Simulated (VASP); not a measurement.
# V (Fm-3m) in VASP: single point with r2SCAN

Aim: the single point of V with r2SCAN.

Program: VASP 6.6.1. These are calculated values, not measurements. Logs are shortened: lines on timing, memory, paths and dates and some standing lists are left out, and cuts for length are marked.

### 1 The cell of the first run

Symmetry: Fm-3m, No. 225, cubic system. The conventional cell has a = 3.801 Å, b = 3.801 Å, c = 3.801 Å, α = 90.00°, β = 90.00°, γ = 90.00°. V (site symmetry m-3m) has 12 V at 2.69 Å within 3.5 Å.

### 2 Single point, r2SCAN, collinear spin, ferromagnetic start

POSCAR

```
V
1.0
    0.0000000000      1.9003922873      1.9003922873
    1.9003922873      0.0000000000      1.9003922873
    1.9003922873      1.9003922873      0.0000000000
V
1
Direct
    0.0000000000      0.0000000000      0.0000000000
```

INCAR.step1

```
PREC     = Accurate       # precision mode
ENCUT    = 520            # plane-wave cutoff, eV
ISMEAR   = 0              # smearing method
SIGMA    = 0.1            # smearing width, eV
LREAL    = False          # projectors in reciprocal space
LASPH    = True           # aspherical terms in the spheres
NELM     = 150            # most SCF steps
ISPIN    = 2              # spin polarisation
MAGMOM   = -0.15          # initial moments
LMAXMIX  = 4              # l up to which the mixer works
NBANDS   = 16             # bands
GGA      = PE             # functional
ALGO     = Normal         # electronic algorithm
EDIFF    = 1E-4           # SCF threshold, eV
LWAVE    = True           # write WAVECAR
LCHARG   = False          # write CHGCAR
```

INCAR.step2

```
PREC     = Accurate       # precision mode
ENCUT    = 520            # plane-wave cutoff, eV
EDIFF    = 1E-6           # SCF threshold, eV
ISMEAR   = 0              # smearing method
SIGMA    = 0.1            # smearing width, eV
LREAL    = False          # projectors in reciprocal space
LASPH    = True           # aspherical terms in the spheres
NELM     = 150            # most SCF steps
ALGO     = Normal         # electronic algorithm
ISIF     = 2              # what is computed and relaxed
LWAVE    = False          # write WAVECAR
LCHARG   = False          # write CHGCAR
ISPIN    = 2              # spin polarisation
MAGMOM   = -0.15          # initial moments
LORBIT   = 11             # projections on sites
LMAXMIX  = 4              # l up to which the mixer works
METAGGA  = R2SCAN         # meta-GGA
LMIXTAU  = True         
NBANDS   = 16             # bands
ISTART   = 1
```

KPOINTS

```
regular mesh
0
Gamma
  18 18 18
```

Potentials or basis: VASP PAW PBE potentials, release 64 (V_sv).

Command:

```sh
> cat potpaw_PBE.64/V_sv/POTCAR > POTCAR
> cp INCAR.step1 INCAR
> mpirun -np 1 vasp_std > vasp.out
> cp INCAR.step2 INCAR
> mpirun -np 1 vasp_std > vasp.out
```

OUTCAR:

```text
PREC = Accurate
   ENCUT = 520
   EDIFF = 1E-6
   ISMEAR = 0
   LREAL = False
   LASPH = True
   NELM = 150
   ISIF = 2
   ISPIN = 2
   LORBIT = 11
   METAGGA = R2SCAN
   ISTART = 1

 ion  position               nearest neighbor table
   1  0.000  0.000  0.000-

  LATTYP: Found a face centered cubic cell.
 ALAT       =     3.8007845746

  Lattice vectors:

 A1 = (   0.0000000000,   1.9003922873,   1.9003922873)
 A2 = (   1.9003922873,   0.0000000000,   1.9003922873)
 A3 = (   1.9003922873,   1.9003922873,   0.0000000000)

Analysis of symmetry for initial positions (statically):
=====================================================================
 Subroutine PRICEL returns:
 Original cell was already a primitive cell.

 Routine SETGRP: Setting up the symmetry group for a
 face centered cubic supercell.

 Subroutine GETGRP returns: Found 48 space group operations
 (whereof 48 operations were pure point group operations)
 out of a pool of 48 trial point group operations.

The static configuration has the point symmetry O_h .

Analysis of symmetry for dynamics (positions and initial velocities):
=====================================================================
 Subroutine PRICEL returns:
 Original cell was already a primitive cell.

 Routine SETGRP: Setting up the symmetry group for a
 face centered cubic supercell.

 Subroutine GETGRP returns: Found 48 space group operations
 (whereof 48 operations were pure point group operations)
 out of a pool of 48 trial point group operations.

The dynamic configuration has the point symmetry O_h .

Analysis of structural, dynamic, and magnetic symmetry:
=====================================================================
 Subroutine PRICEL returns:
 Original cell was already a primitive cell.

 Routine SETGRP: Setting up the symmetry group for a
 face centered cubic supercell.

 Subroutine GETGRP returns: Found 48 space group operations
 (whereof 48 operations were pure point group operations)
 out of a pool of 48 trial point group operations.

The overall configuration has the point symmetry O_h .

 Subroutine INISYM returns: Found 48 space group operations
 (whereof 48 operations are pure point group operations),
 and found     1 'primitive' translations

----------------------------------------------------------------------------------------

                                     Primitive cell

  volume of cell :      13.7265

  direct lattice vectors                    reciprocal lattice vectors
     0.000000000  1.900392287  1.900392287    -0.263103573  0.263103573  0.263103573
     1.900392287  0.000000000  1.900392287     0.263103573 -0.263103573  0.263103573
     1.900392287  1.900392287  0.000000000     0.263103573  0.263103573 -0.263103573

  length of vectors
     2.687560547  2.687560547  2.687560547     0.455708755  0.455708755  0.455708755

  position of ions in fractional coordinates (direct lattice)
     0.000000000  0.000000000  0.000000000

  ion indices of the primitive-cell ions
   primitive index   ion index
                 1           1

----------------------------------------------------------------------------------------

 KPOINTS: regular mesh

Automatic generation of k-mesh.
 Grid dimensions read from file:
 generate k-points for:   18   18   18

 Generating k-lattice:

  Cartesian coordinates                     Fractional coordinates (reciprocal lattice)
    -0.014616865  0.014616865  0.014616865     0.055555556  0.000000000  0.000000000
     0.014616865 -0.014616865  0.014616865     0.000000000  0.055555556  0.000000000
     0.014616865  0.014616865 -0.014616865     0.000000000  0.000000000  0.055555556

  Length of vectors
     0.025317153  0.025317153  0.025317153

  Shift w.r.t. Gamma in fractional coordinates (k-lattice)
     0.000000000  0.000000000  0.000000000

 Subroutine IBZKPT returns following result:
 ===========================================

 Found    195 irreducible k-points:

 Following reciprocal coordinates:
            Coordinates               Weight
  0.000000  0.000000  0.000000      1.000000
  0.055556  0.000000  0.000000      8.000000
  0.111111  0.000000  0.000000      8.000000
  0.166667  0.000000  0.000000      8.000000
  0.222222  0.000000  0.000000      8.000000
  0.277778  0.000000  0.000000      8.000000
[... 16 lines left out ...]
 -0.277778  0.055556  0.000000     24.000000
 -0.222222  0.055556  0.000000     24.000000
 [... further k-points ...]
   k-points           NKPTS =    195   k-points in BZ     NKDIM =    195   number of bands    NBANDS=     16
   number of dos      NEDOS =    301   number of ions     NIONS =      1
   total plane-waves  NPLWV =   8000
   dimension x,y,z NGX =    20 NGY =   20 NGZ =   20
   dimension x,y,z NGXF=    40 NGYF=   40 NGZF=   40
   ions per type =               1
   NGX,Y,Z   is equivalent  to a cutoff of  12.37, 12.37, 12.37 a.u.
   NGXF,Y,Z  is equivalent  to a cutoff of  24.74, 24.74, 24.74 a.u.
 SYSTEM =  unknown system
   PREC   = accura    normal or accurate (medium, high low for compatibility)
   ISTART =      1    job   : 0-new  1-cont  2-samecut
   ICHARG =      0    charge: 1-file 2-atom 10-const
   ISPIN  =      2    spin polarized calculation?
   LNONCOLLINEAR =      F non collinear calculations
   LSORBIT =      F    spin-orbit coupling
   LASPH  =      T    aspherical Exc in radial PAW
   ENCUT  =  520.0 eV  38.22 Ry    6.18 a.u.   5.00  5.00  5.00*2*pi/ulx,y,z
   NELM   =    150;   NELMIN=  2; NELMDL=  0     # of ELM steps
   EDIFF  = 0.1E-05   stopping-criterion for ELM
   LREAL  =      F    real-space projection
   EDIFFG = 0.1E-04   stopping-criterion for IOM
   NSW    =      0    number of steps for IOM
   IBRION =     -1    ionic relax: 0-MD 1-quasi-New 2-CG
   NFREE  =      0    steps in history (QN), initial steepest desc. (CG)
   ISIF   =      2    stress and relaxation
   ISYM   =      2    0-nonsym 1-usesym 2-fastsym
   POTIM  = 0.5000    time-step for ionic-motion
   TEBEG  =    0.0;   TEEND  =   0.0 temperature during run
   PSTRESS=    0.0 pullay stress
   NELECT =      13.0000    total number of electrons
   NUPDOWN=      -1.0000    fix difference up-down
   EMIN   =  10.00;   EMAX   =-10.00  energy-range for DOS
   EFERMI =   0.00;   METHOD = LEGACY
   ISMEAR =     0;   SIGMA  =   0.10  broadening in eV -4-tet -1-fermi 0-gaus
   EFERMI_NEDOS =   21; number of points for ismear=-14 and -15
   IALGO  =     38    algorithm
   IMIX   =      4    mixing-type and parameters
     AMIX     =   0.40;   BMIX     =  1.00
     AMIX_MAG =   1.60;   BMIX_MAG =  1.00
  volume/ion in A,a.u.               =      13.73        92.63
  Fermi-wavevector in a.u.,A,eV,Ry     =   1.607691  3.038096 35.166593  2.584672
  Thomas-Fermi vector in A             =   2.703680
   LORBIT       =     11    0 simple, 1 ext, 2 COOP (PROOUT), +10 PAW based schemes
   METAGGA = R2SCAN    functional components
   LHFCALC =     F    Hartree Fock is set to
   AEXX    =    0.0000 exact exchange contribution
   IVDW    =     0    specifies the selected vdW correction
   LEPSILON=     F    determine dielectric tensor
   LRPA    =     F    only Hartree local field effects (RPA)
 spin polarized calculation
 Gauss-broadening in eV      SIGMA  =   0.10
  energy-cutoff  :      520.00
  volume of cell :       13.73
 maximum number of plane-waves:       380
   NGX =  9   NGY =  9   NGZ =  9

 number of electron      13.0000005 magnetization       0.0000096

 Free energy of the ion-electron system (eV)
  ---------------------------------------------------
  ext. energy  EPLUGINS =         0.00000000
  ---------------------------------------------------
  free energy    TOTEN  =       -13.89317850 eV

  energy without entropy =      -13.88493163  energy(sigma->0) =      -13.88905506

 E-fermi :   9.7684     XC(G=0): -13.9550

 val. band max:        9.7584249253   @ k =  -0.0556   0.0556   0.0000
 cond. band min:       9.7692114846   @ k =  -0.3333   0.1111   0.0000
 fundamental gap:      0.0107865593
 Fermi energy:         9.7683817549

 spin component 1

 k-point     1 :       0.0000    0.0000    0.0000
  band No.  band energies     occupation
      1     -56.9358      1.00000
      2     -29.1226      1.00000
      3     -29.1226      1.00000
      4     -29.1225      1.00000
      5       2.4119      1.00000
      6       9.9457      0.00608
[... 8 lines left out ...]
     15      38.4009      0.00000
     16      39.2984      0.00000

 k-point     2 :       0.0556    0.0000    0.0000
  band No.  band energies     occupation
      1     -56.9305      1.00000
      2     -29.1502      1.00000
      3     -29.1260      1.00000
      4     -29.1259      1.00000
      5       2.5336      1.00000
      6       9.8771      0.06205
[... 8 lines left out ...]
     15      38.7108      0.00000
     16      39.2746      0.00000
[... 387 lines left out ...]
      5       5.2476      1.00000
      6       9.0315      1.00000
[... 8 lines left out ...]
     15      36.3004      0.00000
     16      36.6074      0.00000

 k-point    24 :      -0.2222    0.0556    0.0000
  band No.  band energies     occupation
      1     -56.8486      1.00000
      2     -29.5483      1.00000
      3     -29.2038      1.00000
      4     -29.1661      1.00000
      5       4.5078      1.00000
      6       9.0872      1.00000
[... 8 lines left out ...]
     15      36.3213      0.00000
     16      37.6048      0.00000

 [... further k-points ...]

 spin component 2

 k-point     1 :       0.0000    0.0000    0.0000
  band No.  band energies     occupation
      1     -56.9358      1.00000
      2     -29.1226      1.00000
      3     -29.1226      1.00000
      4     -29.1225      1.00000
      5       2.4119      1.00000
      6       9.9457      0.00608
[... 8 lines left out ...]
     15      38.4009      0.00000
     16      39.2984      0.00000

 k-point     2 :       0.0556    0.0000    0.0000
  band No.  band energies     occupation
      1     -56.9305      1.00000
      2     -29.1502      1.00000
      3     -29.1260      1.00000
      4     -29.1259      1.00000
      5       2.5337      1.00000
      6       9.8771      0.06203
[... 8 lines left out ...]
     15      38.7108      0.00000
     16      39.2747      0.00000
[... 387 lines left out ...]
      5       5.2476      1.00000
      6       9.0315      1.00000
[... 8 lines left out ...]
     15      36.3004      0.00000
     16      36.6074      0.00000

 k-point    24 :      -0.2222    0.0556    0.0000
  band No.  band energies     occupation
      1     -56.8485      1.00000
      2     -29.5483      1.00000
      3     -29.2038      1.00000
      4     -29.1661      1.00000
      5       4.5078      1.00000
      6       9.0872      1.00000
[... 8 lines left out ...]
     15      36.3213      0.00000
     16      37.6048      0.00000

 [... further k-points ...]

------------------------ aborting loop because EDIFF is reached ----------------------------------------

  FORCE on cell =-STRESS in cart. coord.  units (eV):
  Direction    XX          YY          ZZ          XY          YZ          ZX
  --------------------------------------------------------------------------------------
  -------------------------------------------------------------------------------------
  Total        0.0484362      0.0484362      0.0484362     -0.0000000     -0.0000000      0.0000000
  in kB        5.6535508      5.6535508      5.6535508     -0.0000000     -0.0000000      0.0000000
  external PRESSURE =       5.6535508 kB  Pullay stress =       0.0000000 kB

 VOLUME and BASIS-vectors are now :
 -----------------------------------------------------------------------------
  energy-cutoff  :      520.00
  volume of cell :       13.73
      direct lattice vectors                 reciprocal lattice vectors
     0.000000000  1.900392287  1.900392287    -0.263103573  0.263103573  0.263103573
     1.900392287  0.000000000  1.900392287     0.263103573 -0.263103573  0.263103573
     1.900392287  1.900392287  0.000000000     0.263103573  0.263103573 -0.263103573

 POSITION                                       TOTAL-FORCE (eV/Angst)
 -----------------------------------------------------------------------------------
      0.00000      0.00000      0.00000        -0.000000      0.000000      0.000000
 -----------------------------------------------------------------------------------
    total drift:                                0.000000      0.000000      0.000000

  FREE ENERGIE OF THE ION-ELECTRON SYSTEM (eV)
  ---------------------------------------------------
  free  energy   TOTEN  =       -13.8931784987 eV

  energy  without entropy=      -13.8849316310  energy(sigma->0) =      -13.88905506

 total charge

# of ion       s       p       d       tot
------------------------------------------
    1        2.341   6.246   2.988  11.576

 magnetization (x)

# of ion       s       p       d       tot
------------------------------------------
    1        0.000   0.000   0.000   0.000
```

Wall time 5.7 min (1 thread of Intel Xeon Platinum 8488C (Sapphire Rapids), shared host); peak memory 0.18 GiB.

What came out:

```
Free energy                                           : -13.8932 eV
Pressure                                              : 0.6 GPa
Net moment                                            : 0.00 μB per cell
Valence electrons inside the program's atomic spheres : V 11.58
```

Caveat: the PAW data sets were made with another functional, which shifts forces and pressure a little.
